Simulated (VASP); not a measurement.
# Li5Sc (P-6m2) in VASP: single point with PBE

Aim: the single point of Li5Sc with PBE.

Program: VASP 6.6.1. These are calculated values, not measurements. Logs are shortened: lines on timing, memory, paths and dates and some standing lists are left out, and cuts for length are marked.

### 1 The cell of the first run

The structure is hexagonal, space group P-6m2 (No. 187). The conventional cell has a = 3.856 Å, b = 3.856 Å, c = 6.737 Å, α = 90.00°, β = 90.00°, γ = 120.00°. Li (site symmetry mm2) has 4 Li at 1.77 to 2.09 Å within 2.4 Å. Within 2.7 Å of Li (site symmetry 3m) lie 4 Li at 2.01 to 2.65 Å and 3 Sc at 2.44 Å. Sc (site symmetry -6m2) has 6 Li at 2.44 Å within 3.2 Å.

The cell was built from a structure type or drawn by symmetry, and may not be a known phase.

### 2 Single point, PBE

The input, INCAR:

```
SYSTEM = Li5Sc
PREC = Accurate ; ENCUT = 520
EDIFF = 1E-6 ; ISMEAR = 0
SIGMA = 0.1 ; LREAL = .False.
LASPH = .True. ; NELM = 100
ALGO = Normal ; ISIF = 2
LWAVE = .False. ; LCHARG = .False.
GGA = PE ; NBANDS = 22
```

The input, KPOINTS:

```
regular mesh
0
Gamma
  6 6 4
  0 0 0
```

The input, POSCAR:

```
Li5Sc
1.0
    3.8564795300      0.0000000000      0.0000000000
   -1.9282397600      3.3398092400      0.0000000000
    0.0000000000      0.0000000000      6.7366165300
Li Sc
5 1
Direct
    0.8469069600      0.1530930400      0.0000000000
    0.8469069600      0.6938139100      0.0000000000
    0.3061860900      0.1530930400      0.0000000000
    0.6666666700      0.3333333300      0.6494245700
    0.6666666700      0.3333333300      0.3505754300
    0.3333333300      0.6666666700      0.5000000000
```

Potentials or basis: VASP PAW PBE potentials, release 64 (Li_sv, Sc_sv).

Run with:

```console
cat potpaw_PBE.64/Li_sv/POTCAR potpaw_PBE.64/Sc_sv/POTCAR > POTCAR
mpirun -np 1 vasp_std > vasp.out
```

OUTCAR:

```text
SYSTEM = Li5Sc
   PREC = Accurate
   ENCUT = 520
   EDIFF = 1E-6
   ISMEAR = 0
   LREAL = .False.
   LASPH = .True.
   NELM = 100
   ISIF = 2
   GGA = PE

 ion  position               nearest neighbor table
   1  0.847  0.153  0.000-   2 1.77   3 1.77   2 2.09   3 2.09
   2  0.847  0.694  0.000-   1 1.77   3 1.77   1 2.09   3 2.09
   3  0.306  0.153  0.000-   1 1.77   2 1.77   1 2.09   2 2.09
   4  0.667  0.333  0.649-   5 2.01   6 2.44   6 2.44   6 2.44
   5  0.667  0.333  0.351-   4 2.01   6 2.44   6 2.44   6 2.44
   6  0.333  0.667  0.500-   4 2.44   5 2.44   4 2.44   5 2.44   4 2.44   5 2.44

  LATTYP: Found a hexagonal cell.
 ALAT       =     3.8564795300
 C/A-ratio  =     1.7468306204

  Lattice vectors:

 A1 = (   3.8564795300,   0.0000000000,   0.0000000000)
 A2 = (  -1.9282397600,   3.3398092400,   0.0000000000)
 A3 = (   0.0000000000,   0.0000000000,   6.7366165300)

Analysis of symmetry for initial positions (statically):
=====================================================================
 Subroutine PRICEL returns:
 Original cell was already a primitive cell.

 Routine SETGRP: Setting up the symmetry group for a
 hexagonal supercell.

 Subroutine GETGRP returns: Found 12 space group operations
 (whereof 12 operations were pure point group operations)
 out of a pool of 24 trial point group operations.

The static configuration has the point symmetry D_3h.

Analysis of symmetry for dynamics (positions and initial velocities):
=====================================================================
 Subroutine PRICEL returns:
 Original cell was already a primitive cell.

 Routine SETGRP: Setting up the symmetry group for a
 hexagonal supercell.

 Subroutine GETGRP returns: Found 12 space group operations
 (whereof 12 operations were pure point group operations)
 out of a pool of 24 trial point group operations.

The dynamic configuration has the point symmetry D_3h.

 Subroutine INISYM returns: Found 12 space group operations
 (whereof 12 operations are pure point group operations),
 and found     1 'primitive' translations

----------------------------------------------------------------------------------------

                                     Primitive cell

  volume of cell :      86.7670

  direct lattice vectors                    reciprocal lattice vectors
     3.856479530  0.000000000  0.000000000     0.259303853  0.149709149  0.000000000
    -1.928239760  3.339809240  0.000000000     0.000000000  0.299418299  0.000000000
     0.000000000  0.000000000  6.736616530     0.000000000  0.000000000  0.148442470

  length of vectors
     3.856479530  3.856479526  6.736616530     0.299418298  0.299418299  0.148442470

  position of ions in fractional coordinates (direct lattice)
     0.846906960  0.153093040  0.000000000
     0.846906960  0.693813910  0.000000000
     0.306186090  0.153093040  0.000000000
     0.666666670  0.333333330  0.649424570
     0.666666670  0.333333330  0.350575430
     0.333333330  0.666666670  0.500000000

  ion indices of the primitive-cell ions
   primitive index   ion index
                 1           1
                 2           2
                 3           3
                 4           4
                 5           5
                 6           6

----------------------------------------------------------------------------------------

 KPOINTS: regular mesh

Automatic generation of k-mesh.
 Grid dimensions read from file:
 generate k-points for:    6    6    4

 Generating k-lattice:

  Cartesian coordinates                     Fractional coordinates (reciprocal lattice)
     0.043217309  0.024951525  0.000000000     0.166666667  0.000000000  0.000000000
     0.000000000  0.049903050  0.000000000     0.000000000  0.166666667  0.000000000
     0.000000000  0.000000000  0.037110618     0.000000000  0.000000000  0.250000000

  Length of vectors
     0.049903050  0.049903050  0.037110618

  Shift w.r.t. Gamma in fractional coordinates (k-lattice)
     0.000000000  0.000000000  0.000000000

 Subroutine IBZKPT returns following result:
 ===========================================

 Found     21 irreducible k-points:

 Following reciprocal coordinates:
            Coordinates               Weight
  0.000000  0.000000  0.000000      1.000000
  0.166667  0.000000  0.000000      6.000000
  0.333333  0.000000  0.000000      6.000000
  0.500000  0.000000  0.000000      3.000000
  0.166667  0.166667  0.000000      6.000000
  0.333333  0.166667  0.000000     12.000000
[... 13 lines left out ...]
  0.333333  0.166667  0.500000     12.000000
  0.333333  0.333333  0.500000      2.000000
   k-points           NKPTS =     21   k-points in BZ     NKDIM =     21   number of bands    NBANDS=     22
   number of dos      NEDOS =    301   number of ions     NIONS =      6
   total plane-waves  NPLWV =  45000
   dimension x,y,z NGX =    30 NGY =   30 NGZ =   50
   dimension x,y,z NGXF=    60 NGYF=   60 NGZF=  100
   ions per type =               5   1
   NGX,Y,Z   is equivalent  to a cutoff of  12.93, 12.93, 12.34 a.u.
   NGXF,Y,Z  is equivalent  to a cutoff of  25.86, 25.86, 24.68 a.u.
 SYSTEM =  Li5Sc
   PREC   = accura    normal or accurate (medium, high low for compatibility)
   ISTART =      0    job   : 0-new  1-cont  2-samecut
   ICHARG =      2    charge: 1-file 2-atom 10-const
   ISPIN  =      1    spin polarized calculation?
   LNONCOLLINEAR =      F non collinear calculations
   LSORBIT =      F    spin-orbit coupling
   LASPH  =      T    aspherical Exc in radial PAW
   ENCUT  =  520.0 eV  38.22 Ry    6.18 a.u.   7.17  7.17 12.53*2*pi/ulx,y,z
   NELM   =    100;   NELMIN=  2; NELMDL= -5     # of ELM steps
   EDIFF  = 0.1E-05   stopping-criterion for ELM
   LREAL  =      F    real-space projection
[... 7 lines left out ...]
   TEBEG  =    0.0;   TEEND  =   0.0 temperature during run
   PSTRESS=    0.0 pullay stress
   NELECT =      26.0000    total number of electrons
   NUPDOWN=      -1.0000    fix difference up-down
   EMIN   =  10.00;   EMAX   =-10.00  energy-range for DOS
   EFERMI =   0.00;   METHOD = LEGACY
   ISMEAR =     0;   SIGMA  =   0.10  broadening in eV -4-tet -1-fermi 0-gaus
   EFERMI_NEDOS =   21; number of points for ismear=-14 and -15
   IALGO  =     38    algorithm
   IMIX   =      4    mixing-type and parameters
     AMIX     =   0.40;   BMIX     =  1.00
     AMIX_MAG =   1.60;   BMIX_MAG =  1.00
  volume/ion in A,a.u.               =      14.46        97.59
  Fermi-wavevector in a.u.,A,eV,Ry     =   1.095505  2.070205 16.328782  1.200132
  Thomas-Fermi vector in A             =   2.231830
   LORBIT       =      0    0 simple, 1 ext, 2 COOP (PROOUT), +10 PAW based schemes
   GGA     = PE    functional components
   LHFCALC =     F    Hartree Fock is set to
   AEXX    =    0.0000 exact exchange contribution
   IVDW    =     0    specifies the selected vdW correction
   LEPSILON=     F    determine dielectric tensor
   LRPA    =     F    only Hartree local field effects (RPA)
 non-spin polarized calculation
 Gauss-broadening in eV      SIGMA  =   0.10
  energy-cutoff  :      520.00
  volume of cell :       86.77
 maximum number of plane-waves:      2367
 NGX is ok and might be reduce to    30
   NGX = 15   NGY = 15   NGZ = 25

 number of electron      25.9999990 magnetization

 Free energy of the ion-electron system (eV)
  ---------------------------------------------------
  ext. energy  EPLUGINS =         0.00000000
  ---------------------------------------------------
  free energy    TOTEN  =        -7.82364921 eV

  energy without entropy =       -7.79926725  energy(sigma->0) =       -7.81145823

 E-fermi :   3.0740     XC(G=0):  -8.7060

 val. band max:        3.0561429537   @ k =   0.1667   0.0000   0.0000
 cond. band min:       3.0898286749   @ k =   0.3333   0.0000   0.5000
 fundamental gap:      0.0336857212
 Fermi energy:         3.0740491988

 k-point     1 :       0.0000    0.0000    0.0000
  band No.  band energies     occupation
      1     -46.7690      2.00000
      2     -45.7866      2.00000
      3     -45.0129      2.00000
      4     -45.0129      2.00000
      5     -43.1741      2.00000
      6     -43.0160      2.00000
[... 14 lines left out ...]
     21       9.0357      0.00000
     22       9.6326      0.00000

 k-point     2 :       0.1667    0.0000    0.0000
  band No.  band energies     occupation
      1     -46.7662      2.00000
      2     -45.7563      2.00000
      3     -45.0450      2.00000
      4     -45.0134      2.00000
      5     -43.1767      2.00000
      6     -43.0158      2.00000
[... 14 lines left out ...]
     21       8.4984      0.00000
     22       9.7086      0.00000

 k-point     3 :       0.3333    0.0000    0.0000
  band No.  band energies     occupation
      1     -46.7606      2.00000
      2     -45.6857      2.00000
      3     -45.1192      2.00000
      4     -45.0144      2.00000
      5     -43.1816      2.00000
      6     -43.0151      2.00000
[... 14 lines left out ...]
     21       6.8088      0.00000
     22       7.3682      0.00000
[... 401 lines left out ...]
 k-point    20 :       0.3333    0.1667    0.5000
  band No.  band energies     occupation
      1     -46.7578      2.00000
      2     -45.6424      2.00000
      3     -45.1637      2.00000
      4     -45.0154      2.00000
      5     -43.1842      2.00000
      6     -43.0147      2.00000
[... 14 lines left out ...]
     21       6.5628      0.00000
     22       7.8338      0.00000

 k-point    21 :       0.3333    0.3333    0.5000
  band No.  band energies     occupation
      1     -46.7565      2.00000
      2     -45.6176      2.00000
      3     -45.1891      2.00000
      4     -45.0162      2.00000
      5     -43.1855      2.00000
      6     -43.0146      2.00000
[... 14 lines left out ...]
     21       7.1998      0.00000
     22       7.5079      0.00000

------------------------ aborting loop because EDIFF is reached ----------------------------------------

  FORCE on cell =-STRESS in cart. coord.  units (eV):
  Direction    XX          YY          ZZ          XY          YZ          ZX
  --------------------------------------------------------------------------------------
  -------------------------------------------------------------------------------------
  Total       13.6102335     13.6102335      3.8593949      0.0000000     -0.0000000      0.0000000
  in kB      251.3168685    251.3168682     71.2648347      0.0000004     -0.0000000      0.0000000
  external PRESSURE =     191.2995238 kB  Pullay stress =       0.0000000 kB

 VOLUME and BASIS-vectors are now :
 -----------------------------------------------------------------------------
  energy-cutoff  :      520.00
  volume of cell :       86.77
      direct lattice vectors                 reciprocal lattice vectors
     3.856479530  0.000000000  0.000000000     0.259303853  0.149709149  0.000000000
    -1.928239760  3.339809240  0.000000000     0.000000000  0.299418299  0.000000000
     0.000000000  0.000000000  6.736616530     0.000000000  0.000000000  0.148442470

 POSITION                                       TOTAL-FORCE (eV/Angst)
 -----------------------------------------------------------------------------------
      2.97088      0.51130      0.00000        -1.075746      0.621082     -0.000000
      1.92824      2.31721      0.00000        -0.000000     -1.242165     -0.000000
      0.88560      0.51130      0.00000         1.075746      0.621082     -0.000000
      1.92824      1.11327      4.37492         0.000000     -0.000000      3.312662
      1.92824      1.11327      2.36169         0.000000     -0.000000     -3.312662
     -0.00000      2.22654      3.36831         0.000000      0.000000     -0.000000
 -----------------------------------------------------------------------------------
    total drift:                               -0.000031      0.000018     -0.000000

  FREE ENERGIE OF THE ION-ELECTRON SYSTEM (eV)
  ---------------------------------------------------
  free  energy   TOTEN  =        -7.8236492056 eV

  energy  without entropy=       -7.7992672461  energy(sigma->0) =       -7.81145823
```

It took 99 s on 1 thread of Intel Xeon 8259CL, shared host; peak memory 0.21 GiB.

Results:

- Free energy: -7.8236 eV
- Largest force: 3.313 eV/Å
- Band gap on the k mesh: zero (bands 13 and 14 overlap by 0.57 eV)

Forces in eV/Å, atoms in the order of the input:
```
Li  -1.076  0.621  0.000
Li   0.000 -1.242  0.000
Li   1.076  0.621  0.000
Li   0.000  0.000  3.313
Li   0.000  0.000 -3.313
Sc   0.000  0.000  0.000
```

Caveat: the cutoff is under 1.25 times the usual one of these potentials, so pressure, stress and relaxed cells hold a basis-set (Pulay) error; atoms lie so close that the PAW spheres overlap strongly, which falsifies energies and pressures; forces of over 1 eV/Å act on the atoms, so gaps and moduli don't describe the material at rest.
